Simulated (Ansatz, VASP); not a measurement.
**Two plane-wave programs on K**

```
K
1.0
     5.48979    3.16953    9.36230
    -5.48979    3.16953    9.36230
     0.00000   -6.33907    9.36230
K
12
Direct
  0.01019 0.65361 0.01019
  0.01019 0.01019 0.65361
  0.65361 0.01019 0.01019
  0.98981 0.34639 0.98981
  0.34639 0.98981 0.98981
  0.98981 0.98981 0.34639
  0.22118 0.63060 0.22118
  0.22118 0.22118 0.63060
  0.63060 0.22118 0.22118
  0.77882 0.36940 0.77882
  0.36940 0.77882 0.77882
  0.77882 0.77882 0.36940
```

Alike in both runs: task single point; functional PBE; k mesh 3 × 3 × 3; occupations gaussian, width 0.1 eV; no spin polarisation.

|  | VASP | Ansatz |
| --- | --- | --- |
| version | VASP 6.6.1 | Ansatz 0.2.0 |
| potentials or method | VASP PAW PBE potentials, release 64 (K_sv), cutoff 500 eV | scalar-relativistic, plane waves, PAW |
| valence electrons in the cell | 108 | 108 |

Ansatz gave:

```
gap on the k mesh at the Fermi level (eV)                     : none
pressure (GPa)                                                : 0.9
traceless stress, the component that is largest in VASP (GPa) : 0.09
rms of the force components (eV/Å)                            : 0.192
```

**Question.** What did VASP give for the same quantities?

**Answer.** gap on the k mesh at the Fermi level (eV): none; pressure (GPa): 0.9; traceless stress, the component that is largest in VASP (GPa): 0.09; rms of the force components (eV/Å): 0.193.

Atom by atom the forces differ by 0.000 eV/Å (rms over components). A gap of «none» marks a metal or a gap that the smearing closes. The functional is the same, so the differences come from potentials, cutoffs and numerics.
